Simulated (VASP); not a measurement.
# Sn (Immm) in VASP: notebook

The runs below take Sn through single point, relaxation of cell and atoms, with PBE.

Everything below comes from runs of VASP 6.6.1. Logs are shortened: lines on timing, memory, paths and dates and some standing lists are left out, and cuts for length are marked.

**1. The cell of the first run**

The typed cell holds 1 atom: a = 3.345 Å, b = 3.345 Å, c = 3.345 Å, α = 115.72°, β = 115.87°, γ = 97.45°.

**2. Single point, PBE**

INCAR reads:

```
  ALGO = Fast
  EDIFF = 1E-6
  ENCUT = 520
  GGA = PE
  ISIF = 2
  ISMEAR = 0
  LASPH = True
  LCHARG = False
  LREAL = False
  LWAVE = False
  NBANDS = 13
  NELM = 80
  PREC = Accurate
  SIGMA = 0.1
```

KPOINTS reads:

```
k-points
0
Gamma
  14 14 14
```

POSCAR reads:

```
Sn
1.0
   -1.7793968139      1.7756250506      2.2065542870
    1.7793968139     -1.7756250506      2.2065542870
    1.7793968139      1.7756250506     -2.2065542870
Sn
1
Direct
    0.0000000000      0.0000000000      0.0000000000
```

Potentials or basis: VASP PAW PBE potentials, release 64 (Sn_d).

Launch:

```console
cat potpaw_PBE.64/Sn_d/POTCAR > POTCAR
mpirun -np 1 vasp_std > vasp.out
```

OUTCAR:

```text
EDIFF = 1E-6
   ENCUT = 520
   GGA = PE
   ISIF = 2
   ISMEAR = 0
   LASPH = True
   LREAL = False
   NELM = 80
   PREC = Accurate

 ion  position               nearest neighbor table
   1  0.000  0.000  0.000-

  LATTYP: Found a body centered orthorhombic cell.
 ALAT       =     3.5512501012
 B/A-ratio  =     1.0021241891
 C/A-ratio  =     1.2426915729

  Lattice vectors:

 A1 = (   1.7793968139,  -1.7756250506,  -2.2065542870)
 A2 = (  -1.7793968139,   1.7756250506,  -2.2065542870)
 A3 = (   1.7793968139,   1.7756250506,   2.2065542870)

Analysis of symmetry for initial positions (statically):
=====================================================================
 Subroutine PRICEL returns:
 Original cell was already a primitive cell.

 Routine SETGRP: Setting up the symmetry group for a
 body centered orthorhombic supercell.

 Subroutine GETGRP returns: Found  8 space group operations
 (whereof  8 operations were pure point group operations)
 out of a pool of  8 trial point group operations.

The static configuration has the point symmetry D_2h.

Analysis of symmetry for dynamics (positions and initial velocities):
=====================================================================
 Subroutine PRICEL returns:
 Original cell was already a primitive cell.

 Routine SETGRP: Setting up the symmetry group for a
 body centered orthorhombic supercell.

 Subroutine GETGRP returns: Found  8 space group operations
 (whereof  8 operations were pure point group operations)
 out of a pool of  8 trial point group operations.

The dynamic configuration has the point symmetry D_2h.

 Subroutine INISYM returns: Found  8 space group operations
 (whereof  8 operations are pure point group operations),
 and found     1 'primitive' translations

----------------------------------------------------------------------------------------

                                     Primitive cell

  volume of cell :      27.8868

  direct lattice vectors                    reciprocal lattice vectors
    -1.779396814  1.775625051  2.206554287     0.000000000  0.281590981  0.226597643
     1.779396814 -1.775625051  2.206554287     0.280994096  0.000000000  0.226597643
     1.779396814  1.775625051 -2.206554287     0.280994096  0.281590981  0.000000000

  length of vectors
     3.344843668  3.344843668  3.344843668     0.361441520  0.360976694  0.397807947

  position of ions in fractional coordinates (direct lattice)
     0.000000000  0.000000000  0.000000000

  ion indices of the primitive-cell ions
   primitive index   ion index
                 1           1

----------------------------------------------------------------------------------------

 KPOINTS: k-points

Automatic generation of k-mesh.
 Grid dimensions read from file:
 generate k-points for:   14   14   14

 Generating k-lattice:

  Cartesian coordinates                     Fractional coordinates (reciprocal lattice)
     0.000000000  0.020113642  0.016185546     0.071428571  0.000000000  0.000000000
     0.020071007  0.000000000  0.016185546    -0.000000000  0.071428571  0.000000000
     0.020071007  0.020113642  0.000000000    -0.000000000  0.000000000  0.071428571

  Length of vectors
     0.025817251  0.025784050  0.028414853

  Shift w.r.t. Gamma in fractional coordinates (k-lattice)
     0.000000000  0.000000000  0.000000000

 Subroutine IBZKPT returns following result:
 ===========================================

 Found    428 irreducible k-points:

 Following reciprocal coordinates:
            Coordinates               Weight
  0.000000  0.000000  0.000000      1.000000
  0.071429 -0.000000  0.000000      4.000000
  0.142857  0.000000  0.000000      4.000000
  0.214286  0.000000 -0.000000      4.000000
  0.285714 -0.000000  0.000000      4.000000
  0.357143 -0.000000  0.000000      4.000000
[... 16 lines left out ...]
  0.000000  0.142857  0.000000      4.000000
  0.071429  0.142857  0.000000      8.000000
 [... further k-points ...]
   k-points           NKPTS =    428   k-points in BZ     NKDIM =    428   number of bands    NBANDS=     13
   number of dos      NEDOS =    301   number of ions     NIONS =      1
   total plane-waves  NPLWV =  21952
   dimension x,y,z NGX =    28 NGY =   28 NGZ =   28
   dimension x,y,z NGXF=    56 NGYF=   56 NGZF=   56
   ions per type =               1
   NGX,Y,Z   is equivalent  to a cutoff of  13.92, 13.92, 13.92 a.u.
   NGXF,Y,Z  is equivalent  to a cutoff of  27.83, 27.83, 27.83 a.u.
 SYSTEM =  unknown system
   PREC   = accura    normal or accurate (medium, high low for compatibility)
   ISTART =      0    job   : 0-new  1-cont  2-samecut
   ICHARG =      2    charge: 1-file 2-atom 10-const
   ISPIN  =      1    spin polarized calculation?
   LNONCOLLINEAR =      F non collinear calculations
   LSORBIT =      F    spin-orbit coupling
   LASPH  =      T    aspherical Exc in radial PAW
   ENCUT  =  520.0 eV  38.22 Ry    6.18 a.u.   6.22  6.22  6.22*2*pi/ulx,y,z
   NELM   =     80;   NELMIN=  2; NELMDL= -5     # of ELM steps
   EDIFF  = 0.1E-05   stopping-criterion for ELM
   LREAL  =      F    real-space projection
   EDIFFG = 0.1E-04   stopping-criterion for IOM
   NSW    =      0    number of steps for IOM
   IBRION =     -1    ionic relax: 0-MD 1-quasi-New 2-CG
   NFREE  =      0    steps in history (QN), initial steepest desc. (CG)
   ISIF   =      2    stress and relaxation
   ISYM   =      2    0-nonsym 1-usesym 2-fastsym
   POTIM  = 0.5000    time-step for ionic-motion
   TEBEG  =    0.0;   TEEND  =   0.0 temperature during run
   PSTRESS=    0.0 pullay stress
   NELECT =      14.0000    total number of electrons
   NUPDOWN=      -1.0000    fix difference up-down
   EMIN   =  10.00;   EMAX   =-10.00  energy-range for DOS
   EFERMI =   0.00;   METHOD = LEGACY
   ISMEAR =     0;   SIGMA  =   0.10  broadening in eV -4-tet -1-fermi 0-gaus
   EFERMI_NEDOS =   21; number of points for ismear=-14 and -15
   IALGO  =     68    algorithm
   IMIX   =      4    mixing-type and parameters
     AMIX     =   0.40;   BMIX     =  1.00
     AMIX_MAG =   1.60;   BMIX_MAG =  1.00
  volume/ion in A,a.u.               =      27.89       188.19
  Fermi-wavevector in a.u.,A,eV,Ry     =   1.301122  2.458764 23.033546  1.692918
  Thomas-Fermi vector in A             =   2.432276
   LORBIT       =      0    0 simple, 1 ext, 2 COOP (PROOUT), +10 PAW based schemes
   GGA     = PE    functional components
   LHFCALC =     F    Hartree Fock is set to
   AEXX    =    0.0000 exact exchange contribution
   IVDW    =     0    specifies the selected vdW correction
   LEPSILON=     F    determine dielectric tensor
   LRPA    =     F    only Hartree local field effects (RPA)
 non-spin polarized calculation
 RMM-DIIS sequential band-by-band and
 Gauss-broadening in eV      SIGMA  =   0.10
  energy-cutoff  :      520.00
  volume of cell :       27.89
 maximum number of plane-waves:       772
 NGX is ok and might be reduce to    28
   NGX = 13   NGY = 13   NGZ = 13

 number of electron      14.0000002 magnetization

 Free energy of the ion-electron system (eV)
  ---------------------------------------------------
  ext. energy  EPLUGINS =         0.00000000
  ---------------------------------------------------
  free energy    TOTEN  =        -3.79033308 eV

  energy without entropy =       -3.78807510  energy(sigma->0) =       -3.78920409

 E-fermi :   7.8445     XC(G=0): -10.2442

 val. band max:        7.8417346418   @ k =  -0.3571  -0.3571   0.2143
 cond. band min:       7.8565314297   @ k =   0.5000  -0.2857   0.0714
 fundamental gap:      0.0147967880
 Fermi energy:         7.8444907786

 k-point     1 :       0.0000    0.0000    0.0000
  band No.  band energies     occupation
      1     -13.7479      2.00000
      2     -13.7469      2.00000
      3     -13.7003      2.00000
      4     -13.6826      2.00000
      5     -13.6208      2.00000
      6      -3.1203      2.00000
      7      15.2004      0.00000
      8      15.4265      0.00000
      9      15.4637      0.00000
     10      18.6027      0.00000
     11      19.4676      0.00000
     12      19.5167      0.00000
     13      20.0501      0.00000

 k-point     2 :       0.0714   -0.0000    0.0000
  band No.  band energies     occupation
      1     -13.7440      2.00000
      2     -13.7438      2.00000
      3     -13.6984      2.00000
      4     -13.6820      2.00000
      5     -13.6222      2.00000
      6      -3.0166      2.00000
      7      14.2661      0.00000
      8      15.1582      0.00000
      9      15.2233      0.00000
     10      18.0323      0.00000
     11      19.7496      0.00000
     12      20.0074      0.00000
     13      20.9804      0.00000

 k-point     3 :       0.1429    0.0000    0.0000
  band No.  band energies     occupation
      1     -13.7374      2.00000
      2     -13.7369      2.00000
      3     -13.6879      2.00000
      4     -13.6802      2.00000
      5     -13.6257      2.00000
      6      -2.7052      2.00000
      7      12.1609      0.00000
      8      14.5593      0.00000
      9      14.9759      0.00000
     10      17.6760      0.00000
     11      19.6342      0.00000
     12      20.0298      0.00000
     13      20.7619      0.00000
[... 305 lines left out ...]
 k-point    23 :       0.0000    0.1429    0.0000
  band No.  band energies     occupation
      1     -13.7377      2.00000
      2     -13.7365      2.00000
      3     -13.6877      2.00000
      4     -13.6807      2.00000
      5     -13.6255      2.00000
      6      -2.7064      2.00000
      7      12.1309      0.00000
      8      14.5956      0.00000
      9      14.9790      0.00000
     10      17.6866      0.00000
     11      19.6615      0.00000
     12      20.0154      0.00000
     13      20.7255      0.00000

 k-point    24 :       0.0714    0.1429    0.0000
  band No.  band energies     occupation
      1     -13.7367      2.00000
      2     -13.7289      2.00000
      3     -13.6820      2.00000
      4     -13.6729      2.00000
      5     -13.6300      2.00000
      6      -2.4397      2.00000
      7      11.2562      0.00000
      8      13.0774      0.00000
      9      15.1683      0.00000
     10      17.9367      0.00000
     11      19.1138      0.00000
     12      20.4090      0.00000
     13      21.0601      0.00000

 [... further k-points ...]

------------------------ aborting loop because EDIFF is reached ----------------------------------------

  FORCE on cell =-STRESS in cart. coord.  units (eV):
  Direction    XX          YY          ZZ          XY          YZ          ZX
  --------------------------------------------------------------------------------------
  -------------------------------------------------------------------------------------
  Total        0.0058133      0.0202666      0.0215531      0.0000000      0.0000000      0.0000000
  in kB        0.3339899      1.1643736      1.2382857      0.0000000      0.0000000      0.0000000
  external PRESSURE =       0.9122164 kB  Pullay stress =       0.0000000 kB

 VOLUME and BASIS-vectors are now :
 -----------------------------------------------------------------------------
  energy-cutoff  :      520.00
  volume of cell :       27.89
      direct lattice vectors                 reciprocal lattice vectors
    -1.779396814  1.775625051  2.206554287     0.000000000  0.281590981  0.226597643
     1.779396814 -1.775625051  2.206554287     0.280994096  0.000000000  0.226597643
     1.779396814  1.775625051 -2.206554287     0.280994096  0.281590981  0.000000000

 POSITION                                       TOTAL-FORCE (eV/Angst)
 -----------------------------------------------------------------------------------
      0.00000      0.00000      0.00000        -0.000000      0.000000      0.000000
 -----------------------------------------------------------------------------------
    total drift:                                0.000000      0.000000      0.000000

  FREE ENERGIE OF THE ION-ELECTRON SYSTEM (eV)
  ---------------------------------------------------
  free  energy   TOTEN  =        -3.7903330805 eV

  energy  without entropy=       -3.7880750960  energy(sigma->0) =       -3.78920409
```

Wall time 5.9 min (1 thread of Intel Xeon 8259CL, shared host); peak memory 0.24 GiB.

What came out:

```yaml
Free_energy: -3.7903 eV
Pressure: 0.1 GPa
Band_gap_on_the_k_mesh: zero (bands 7 and 8 overlap by 9.36 eV)
```

Caveat: spin-orbit coupling is left out, which moves the levels of the heavy elements.

**3. Relaxation of cell and atoms, PBE**

This run uses another cell than the first one, of 28.67 Å³/atom.

INCAR reads:

```
  PREC = Accurate
  ENCUT = 600
  EDIFF = 1E-6
  ISMEAR = 0
  SIGMA = 0.1
  LREAL = False
  LASPH = True
  NELM = 80
  ALGO = Fast
  ISIF = 3
  LWAVE = False
  LCHARG = False
  GGA = PE
  IBRION = 2
  NSW = 90
  EDIFFG = -0.02
```

KPOINTS reads:

```
regular mesh
0
Gamma
  14 14 14
```

POSCAR reads:

```
Sn
1.0
   -1.7265390000      1.7755470000      2.3383420000
    1.7265390000     -1.7755470000      2.3383420000
    1.7265390000      1.7755470000     -2.3383420000
Sn
1
Direct
    0.0000000000      0.0000000000      0.0000000000
```

Potentials or basis: VASP PAW PBE potentials, release 64 (Sn_d).

Launch:

```console
cat potpaw_PBE.64/Sn_d/POTCAR > POTCAR
mpirun -np 1 vasp_std > vasp.out
```

Run time: 38 min. Hardware: 1 thread of Intel Xeon 8259CL, shared host; peak memory 0.29 GiB.

Results (log left out):

```
Free energy                           : -3.7904 eV
Relaxed volume                        : 27.92 Å³/atom
Relaxed cell                          : a = 3.346 Å, b = 3.346 Å, c = 3.346 Å, α = 115.72°, β = 115.83°, γ = 97.49°
Space group after relaxing (to 0.1 Å) : I4/mmm (No. 139)
Energy gained by relaxing             : 6.5 meV/atom
Ionic steps                           : 17
Pressure after relaxing               : 0.0 GPa
Band gap on the k mesh                : zero (bands 7 and 8 overlap by 9.34 eV)
```

Stress tensor (GPa, compression positive):
```
-0.08  0.00  0.00
 0.00 -0.01  0.00
 0.00  0.00  0.04
```

Step by step:
```
step  energy change (eV)  largest force (eV/Å)  pressure (GPa)  volume (Å³)
   1              0.0000                0.0000           -0.86        28.67
   2             -0.0023                0.0000            0.12        28.04
   3             -0.0023                0.0000            0.04        28.02
   4             -0.0032                0.0000            0.05        27.98
   5             -0.0050                0.0000            0.15        27.85
   6             -0.0051                0.0000            0.29        27.78
   7             -0.0058                0.0000           -0.02        28.02
   8             -0.0058                0.0000           -0.12        28.15
   9             -0.0057                0.0000           -0.24        28.21
  10             -0.0062                0.0000           -0.29        28.11
  11             -0.0063                0.0000           -0.31        28.08
  12             -0.0062                0.0000            0.33        27.68
  13             -0.0065                0.0000            0.09        27.91
  14             -0.0064                0.0000           -0.08        27.94
  15             -0.0064                0.0000           -0.03        27.92
  16             -0.0065                0.0000            0.04        27.92
  17             -0.0065                0.0000           -0.01        27.92
```

Final structure:
```cif
data_structure
_symmetry_space_group_name_H-M 'P 1'
_symmetry_Int_Tables_number 1
_cell_length_a 3.3461
_cell_length_b 3.3461
_cell_length_c 3.3461
_cell_angle_alpha 115.724
_cell_angle_beta 115.828
_cell_angle_gamma 97.486
_cell_volume 27.92
loop_
_atom_site_label
_atom_site_type_symbol
_atom_site_fract_x
_atom_site_fract_y
_atom_site_fract_z
_atom_site_occupancy
Sn1 Sn 0.00000 0.00000 0.00000 1
```

Levels at points of the mesh, in eV from the Fermi level:
```csv
k point,band 5,band 6,band 7,band 8,band 9,band 10
"(0.00, 0.00, 0.00)",-21.46,-10.95,7.35,7.58,7.60,10.76
"(0.50, 0.00, 0.00)",-21.41,-6.72,-4.48,4.61,6.14,9.05
"(0.00, 0.50, 0.00)",-21.41,-6.73,-4.49,4.63,6.16,9.07
"(0.50, 0.50, 0.00)",-21.39,-5.53,-3.88,2.28,3.11,6.03
"(0.50, 0.50, 0.50)",-21.40,-3.74,-2.64,0.95,0.98,4.21
```

Caveat: spin-orbit coupling is left out, which moves the levels of the heavy elements.
